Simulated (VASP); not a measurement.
# GaF (Pm-3m) in VASP: a series of runs

GaF is run at these levels: r2SCANh, revPBE; tasks: single point.

Everything below comes from runs of VASP 6.6.1. Logs are shortened: lines on timing, memory, paths and dates and some standing lists are left out, and cuts for length are marked.

### Step 1. The cell of the first run

It takes space group Pm-3m (No. 221, cubic). The conventional cell has a = 3.187 Å, b = 3.187 Å, c = 3.187 Å, α = 90.00°, β = 90.00°, γ = 90.00°. Ga (site symmetry m-3m) has 8 F at 2.76 Å and 6 Ga at 3.19 Å within 3.6 Å. F (site symmetry m-3m) has 8 Ga at 2.76 Å and 6 F at 3.19 Å within 3.6 Å.

### Step 2. Single point, r2SCANh

File POSCAR:

```
GaF
1.0
    3.1868869687      0.0000000000      0.0000000000
    0.0000000000      3.1868869687      0.0000000000
    0.0000000000      0.0000000000      3.1868869687
Ga F
1 1
Direct
    0.0000000000      0.0000000000      0.0000000000
    0.5000000000      0.5000000000      0.5000000000
```

File INCAR.step1:

```
ALGO = Normal
EDIFF = 1E-5
ENCUT = 520
GGA = PE
ISIF = 2
ISMEAR = -1
LASPH = T
LCHARG = F
LREAL = F
LWAVE = T
NBANDS = 17
NELM = 80
PREC = Accurate
SIGMA = 0.05
```

File INCAR.step2:

```
AEXX = 0.1
ALGO = Normal
EDIFF = 1E-7
ENCUT = 520
ISIF = 2
ISMEAR = -1
ISTART = 1
LASPH = T
LCHARG = F
LHFCALC = T
LMIXTAU = T
LREAL = F
LWAVE = F
METAGGA = R2SCAN
NBANDS = 17
NELM = 80
PREC = Accurate
PRECFOCK = Normal
SIGMA = 0.05
```

File KPOINTS:

```
k-points
0
Gamma
  4 4 4
```

Potentials or basis: VASP PAW PBE potentials, release 64 (Ga_d, F).

Command:

```sh
cat potpaw_PBE.64/Ga_d/POTCAR potpaw_PBE.64/F/POTCAR > POTCAR
cp INCAR.step1 INCAR
mpirun -np 1 vasp_std > vasp.out
cp INCAR.step2 INCAR
mpirun -np 1 vasp_std > vasp.out
```

OUTCAR:

```text
AEXX = 0.1
   EDIFF = 1E-7
   ENCUT = 520
   ISIF = 2
   ISMEAR = -1
   ISTART = 1
   LASPH = T
   LHFCALC = T
   LREAL = F
   METAGGA = R2SCAN
   NELM = 80
   PREC = Accurate
   PRECFOCK = Normal

 ion  position               nearest neighbor table
   1  0.000  0.000  0.000-
   2  0.500  0.500  0.500-

  LATTYP: Found a simple cubic cell.
 ALAT       =     3.1868869687

  Lattice vectors:

 A1 = (   3.1868869687,   0.0000000000,   0.0000000000)
 A2 = (   0.0000000000,   3.1868869687,   0.0000000000)
 A3 = (   0.0000000000,   0.0000000000,   3.1868869687)

Analysis of symmetry for initial positions (statically):
=====================================================================
 Subroutine PRICEL returns:
 Original cell was already a primitive cell.

 Routine SETGRP: Setting up the symmetry group for a
 simple cubic supercell.

 Subroutine GETGRP returns: Found 48 space group operations
 (whereof 48 operations were pure point group operations)
 out of a pool of 48 trial point group operations.

The static configuration has the point symmetry O_h .

Analysis of symmetry for dynamics (positions and initial velocities):
=====================================================================
 Subroutine PRICEL returns:
 Original cell was already a primitive cell.

 Routine SETGRP: Setting up the symmetry group for a
 simple cubic supercell.

 Subroutine GETGRP returns: Found 48 space group operations
 (whereof 48 operations were pure point group operations)
 out of a pool of 48 trial point group operations.

The dynamic configuration has the point symmetry O_h .

 Subroutine INISYM returns: Found 48 space group operations
 (whereof 48 operations are pure point group operations),
 and found     1 'primitive' translations

----------------------------------------------------------------------------------------

                                     Primitive cell

  volume of cell :      32.3668

  direct lattice vectors                    reciprocal lattice vectors
     3.186886969  0.000000000  0.000000000     0.313785839  0.000000000  0.000000000
     0.000000000  3.186886969  0.000000000     0.000000000  0.313785839  0.000000000
     0.000000000  0.000000000  3.186886969     0.000000000  0.000000000  0.313785839

  length of vectors
     3.186886969  3.186886969  3.186886969     0.313785839  0.313785839  0.313785839

  position of ions in fractional coordinates (direct lattice)
     0.000000000  0.000000000  0.000000000
     0.500000000  0.500000000  0.500000000

  ion indices of the primitive-cell ions
   primitive index   ion index
                 1           1
                 2           2

----------------------------------------------------------------------------------------

 KPOINTS: k-points

Automatic generation of k-mesh.
 Grid dimensions read from file:
 generate k-points for:    4    4    4

 Generating k-lattice:

  Cartesian coordinates                     Fractional coordinates (reciprocal lattice)
     0.078446460  0.000000000  0.000000000     0.250000000  0.000000000  0.000000000
     0.000000000  0.078446460  0.000000000     0.000000000  0.250000000  0.000000000
     0.000000000  0.000000000  0.078446460     0.000000000  0.000000000  0.250000000

  Length of vectors
     0.078446460  0.078446460  0.078446460

  Shift w.r.t. Gamma in fractional coordinates (k-lattice)
     0.000000000  0.000000000  0.000000000

 Subroutine IBZKPT returns following result:
 ===========================================

 Found     10 irreducible k-points:

 Following reciprocal coordinates:
            Coordinates               Weight
  0.000000  0.000000  0.000000      1.000000
  0.250000  0.000000  0.000000      6.000000
  0.500000  0.000000  0.000000      3.000000
  0.250000  0.250000  0.000000     12.000000
  0.500000  0.250000  0.000000     12.000000
  0.500000  0.500000  0.000000      3.000000
  0.250000  0.250000  0.250000      8.000000
  0.500000  0.250000  0.250000     12.000000
  0.500000  0.500000  0.250000      6.000000
  0.500000  0.500000  0.500000      1.000000
   k-points           NKPTS =     10   k-points in BZ     NKDIM =     64   number of bands    NBANDS=     17
   number of dos      NEDOS =    301   number of ions     NIONS =      2
   total plane-waves  NPLWV =  13824
   dimension x,y,z NGX =    24 NGY =   24 NGZ =   24
   dimension x,y,z NGXF=    48 NGYF=   48 NGZF=   48
   ions per type =               1   1
   NGX,Y,Z   is equivalent  to a cutoff of  12.52, 12.52, 12.52 a.u.
   NGXF,Y,Z  is equivalent  to a cutoff of  25.04, 25.04, 25.04 a.u.
 SYSTEM =  unknown system
   PREC   = accura    normal or accurate (medium, high low for compatibility)
   ISTART =      1    job   : 0-new  1-cont  2-samecut
   ICHARG =      0    charge: 1-file 2-atom 10-const
   ISPIN  =      1    spin polarized calculation?
   LNONCOLLINEAR =      F non collinear calculations
   LSORBIT =      F    spin-orbit coupling
   LASPH  =      T    aspherical Exc in radial PAW
   ENCUT  =  520.0 eV  38.22 Ry    6.18 a.u.   5.93  5.93  5.93*2*pi/ulx,y,z
   NELM   =     80;   NELMIN=  2; NELMDL=  0     # of ELM steps
   EDIFF  = 0.1E-06   stopping-criterion for ELM
   LREAL  =      F    real-space projection
   EDIFFG = 0.1E-05   stopping-criterion for IOM
   NSW    =      0    number of steps for IOM
   IBRION =     -1    ionic relax: 0-MD 1-quasi-New 2-CG
   NFREE  =      0    steps in history (QN), initial steepest desc. (CG)
   ISIF   =      2    stress and relaxation
   ISYM   =      3    0-nonsym 1-usesym 2-fastsym
   POTIM  = 0.5000    time-step for ionic-motion
   TEBEG  =    0.0;   TEEND  =   0.0 temperature during run
   PSTRESS=    0.0 pullay stress
   NELECT =      20.0000    total number of electrons
   NUPDOWN=      -1.0000    fix difference up-down
   EMIN   =  10.00;   EMAX   =-10.00  energy-range for DOS
   EFERMI =   0.00;   METHOD = LEGACY
   ISMEAR =    -1;   SIGMA  =   0.05  broadening in eV -4-tet -1-fermi 0-gaus
   EFERMI_NEDOS =   21; number of points for ismear=-14 and -15
   IALGO  =     38    algorithm
   IMIX   =      1    mixing-type and parameters
     AMIX     =   0.40;   BMIX     =  1.00
     AMIX_MAG =   1.60;   BMIX_MAG =  1.00
  volume/ion in A,a.u.               =      16.18       109.21
  Fermi-wavevector in a.u.,A,eV,Ry     =   1.394392  2.635019 26.454197  1.944329
  Thomas-Fermi vector in A             =   2.517945
   LORBIT       =      0    0 simple, 1 ext, 2 COOP (PROOUT), +10 PAW based schemes
   METAGGA = R2SCAN    functional components
   LHFCALC =     T    Hartree Fock is set to
   PRECFOCK=normal    Normal, Fast or Accurate (Low or Medium for compatibility)
   ENCUT4O =  -1.0   cutoff for four orbital integrals eV
   NKREDX  =     1    reduce k-point grid by
   NKREDY  =     1    reduce k-point grid by
   NKREDZ  =     1    reduce k-point grid by
   AEXX    =    0.1000 exact exchange contribution
   HFSCREEN=    0.0000 screening length (either q_TF or 0.3 A-1)
   HFSCREENC=   0.0000 screening length for correlation (either q_TF or 0.3 A-1)
   ENCUTFOCK=  -1.0 apply spherical cutoff to Coloumb kernel
   IVDW    =     0    specifies the selected vdW correction
   LEPSILON=     F    determine dielectric tensor
   LRPA    =     F    only Hartree local field effects (RPA)
 non-spin polarized calculation
  energy-cutoff  :      520.00
  volume of cell :       32.37
 maximum number of plane-waves:       912
 NGX is ok and might be reduce to    24
  NGX = 18; NGY = 18; NGZ = 18

 number of electron      19.9999979 magnetization

 Free energy of the ion-electron system (eV)
  ---------------------------------------------------
  ext. energy  EPLUGINS =         0.00000000
  ---------------------------------------------------
  free energy    TOTEN  =       -17.25139579 eV

  energy without entropy =      -17.25139505  energy(sigma->0) =      -17.25139542

 E-fermi :   2.4410     XC(G=0):  -9.6461

 val. band max:        1.8973272238   @ k =   0.5000   0.5000   0.5000
 cond. band min:       3.0396634902   @ k =   0.5000   0.0000   0.0000
 fundamental gap:      1.1423362664
 Fermi energy:         2.4410325474

 k-point     1 :       0.0000    0.0000    0.0000
  band No.  band energies     occupation
      1     -22.4845      2.00000
      2     -13.8891      2.00000
      3     -13.8891      2.00000
      4     -13.7365      2.00000
      5     -13.7365      2.00000
      6     -13.7365      2.00000
[... 9 lines left out ...]
     16      20.0142      0.00000
     17      26.1427      0.00000

 k-point     2 :       0.2500    0.0000    0.0000
  band No.  band energies     occupation
      1     -22.4185      2.00000
      2     -13.8850      2.00000
      3     -13.8326      2.00000
      4     -13.7584      2.00000
      5     -13.7584      2.00000
      6     -13.7347      2.00000
[... 9 lines left out ...]
     16      21.1096      0.00000
     17      22.4348      0.00000

 k-point     3 :       0.5000    0.0000    0.0000
  band No.  band energies     occupation
      1     -22.3514      2.00000
      2     -13.8809      2.00000
      3     -13.7801      2.00000
      4     -13.7801      2.00000
      5     -13.7778      2.00000
      6     -13.7330      2.00000
[... 9 lines left out ...]
     16      19.7053      0.00000
     17      20.9585      0.00000

 k-point     4 :       0.2500    0.2500    0.0000
  band No.  band energies     occupation
      1     -22.3619      2.00000
      2     -13.8564      2.00000
      3     -13.7971      2.00000
      4     -13.7740      2.00000
      5     -13.7567      2.00000
      6     -13.7533      2.00000
[... 9 lines left out ...]
     16      20.4383      0.00000
     17      21.3627      0.00000

 k-point     5 :       0.5000    0.2500    0.0000
  band No.  band energies     occupation
      1     -22.3044      2.00000
      2     -13.8460      2.00000
      3     -13.7894      2.00000
      4     -13.7752      2.00000
      5     -13.7517      2.00000
      6     -13.7443      2.00000
[... 9 lines left out ...]
     16      20.2509      0.00000
     17      20.8085      0.00000

 k-point     6 :       0.5000    0.5000    0.0000
  band No.  band energies     occupation
      1     -22.2563      2.00000
      2     -13.8267      2.00000
      3     -13.7982      2.00000
      4     -13.7702      2.00000
      5     -13.7702      2.00000
      6     -13.6960      2.00000
[... 9 lines left out ...]
     16      19.6216      0.00000
     17      19.6216      0.00000

 k-point     7 :       0.2500    0.2500    0.2500
  band No.  band energies     occupation
      1     -22.3097      2.00000
      2     -13.7951      2.00000
      3     -13.7951      2.00000
      4     -13.7788      2.00000
      5     -13.7788      2.00000
      6     -13.7663      2.00000
[... 9 lines left out ...]
     16      18.6230      0.00000
     17      21.9008      0.00000

 k-point     8 :       0.5000    0.2500    0.2500
  band No.  band energies     occupation
      1     -22.2571      2.00000
      2     -13.8067      2.00000
      3     -13.7904      2.00000
      4     -13.7848      2.00000
      5     -13.7778      2.00000
      6     -13.7316      2.00000
[... 9 lines left out ...]
     16      18.3763      0.00000
     17      23.2599      0.00000

 k-point     9 :       0.5000    0.5000    0.2500
  band No.  band energies     occupation
      1     -22.2094      2.00000
      2     -13.8159      2.00000
      3     -13.8026      2.00000
      4     -13.8026      2.00000
      5     -13.7601      2.00000
      6     -13.6949      2.00000
[... 9 lines left out ...]
     16      16.4762      0.00000
     17      25.4884      0.00000

 k-point    10 :       0.5000    0.5000    0.5000
  band No.  band energies     occupation
      1     -22.1623      2.00000
      2     -13.8345      2.00000
      3     -13.8345      2.00000
      4     -13.8345      2.00000
      5     -13.6937      2.00000
      6     -13.6937      2.00000
[... 9 lines left out ...]
     16      15.1817      0.00000
     17      23.7767      0.00000

------------------------ aborting loop because EDIFF is reached ----------------------------------------

  FORCE on cell =-STRESS in cart. coord.  units (eV):
  Direction    XX          YY          ZZ          XY          YZ          ZX
  --------------------------------------------------------------------------------------
  -------------------------------------------------------------------------------------
  Total       -0.4519343     -0.4519343     -0.4519343      0.0000000      0.0000000     -0.0000000
  in kB      -22.3710270    -22.3710270    -22.3710270      0.0000000      0.0000000     -0.0000000
  external PRESSURE =     -22.3710270 kB  Pullay stress =       0.0000000 kB

 VOLUME and BASIS-vectors are now :
 -----------------------------------------------------------------------------
  energy-cutoff  :      520.00
  volume of cell :       32.37
      direct lattice vectors                 reciprocal lattice vectors
     3.186886969  0.000000000  0.000000000     0.313785839  0.000000000  0.000000000
     0.000000000  3.186886969  0.000000000     0.000000000  0.313785839  0.000000000
     0.000000000  0.000000000  3.186886969     0.000000000  0.000000000  0.313785839

 POSITION                                       TOTAL-FORCE (eV/Angst)
 -----------------------------------------------------------------------------------
      0.00000      0.00000      0.00000         0.000000      0.000000      0.000000
      1.59344      1.59344      1.59344         0.000000      0.000000      0.000000
 -----------------------------------------------------------------------------------
    total drift:                               -0.000000     -0.000000      0.000000

  FREE ENERGIE OF THE ION-ELECTRON SYSTEM (eV)
  ---------------------------------------------------
  free  energy   TOTEN  =       -17.2513957888 eV

  energy  without entropy=      -17.2513950534  energy(sigma->0) =      -17.25139542
```

It took 15 min on 1 thread of AMD EPYC 7R43 (Zen 3), shared host; peak memory 0.12 GiB.

What came out:

```
Free energy            : -17.2514 eV
Pressure               : -2.2 GPa
Band gap on the k mesh : 1.14 eV, indirect (least direct gap 2.18 eV)
```

Caveat: the k points lie up to 0.49 Å⁻¹ apart; the PAW data sets were made with another functional, which shifts forces and pressure a little. A k mesh can miss the band edges.

### Step 3. Single point, revPBE

This run uses another cell than the first one, of 15.87 Å³/atom, 0.980 times its volume.

File INCAR:

```
SYSTEM = GaF
PREC     = Accurate       ! precision mode
ENCUT    = 520            ! plane-wave cutoff, eV
EDIFF    = 1E-6           ! SCF threshold, eV
ISMEAR   = -1             ! smearing method
SIGMA    = 0.05           ! smearing width, eV
LREAL    = .FALSE.        ! projectors in reciprocal space
LASPH    = .TRUE.         ! aspherical terms in the spheres
NELM     = 100            ! most SCF steps
ALGO     = Normal         ! electronic algorithm
ISIF     = 2              ! what is computed and relaxed
LWAVE    = .FALSE.        ! write WAVECAR
LCHARG   = .FALSE.        ! write CHGCAR
GGA      = RE             ! functional
NBANDS   = 17             ! bands
```

File KPOINTS:

```
Automatic mesh
0
G
  5 5 5
  0 0 0
```

File POSCAR:

```
GaF
1.0
    3.1659200000      0.0000000000      0.0000000000
    0.0000000000      3.1659200000      0.0000000000
    0.0000000000      0.0000000000      3.1659200000
Ga F
1 1
Direct
    0.0000000000      0.0000000000      0.0000000000
    0.5000000000      0.5000000000      0.5000000000
```

Potentials or basis: VASP PAW PBE potentials, release 64 (Ga_d, F).

Command:

```sh
cat potpaw_PBE.64/Ga_d/POTCAR potpaw_PBE.64/F/POTCAR > POTCAR
mpirun -np 1 vasp_std > vasp.out
```

It took 6.3 s on 1 thread of Intel Xeon Platinum 8259CL at 2.50GHz (Skylake/Cascade Lake), shared host; peak memory 0.14 GiB.

It converged, with:

```yaml
Free_energy: -6.8923 eV
Pressure: 1.8 GPa
Band_gap_on_the_k_mesh: 2.34 eV, indirect (least direct gap 2.82 eV)
```

Levels at points of the mesh, in eV from the valence-band top:
```
           k point  band 7  band 8  band 9  band 10  band 11  band 12  band 13  band 14
(0.00, 0.00, 0.00)   -5.04   -2.44   -2.44    -2.44     9.37     9.37     9.37    10.83
```

Caveat: the PAW data sets were made with another functional, which shifts forces and pressure a little. revPBE gaps usually lie below the measured ones, often by a third to a half.
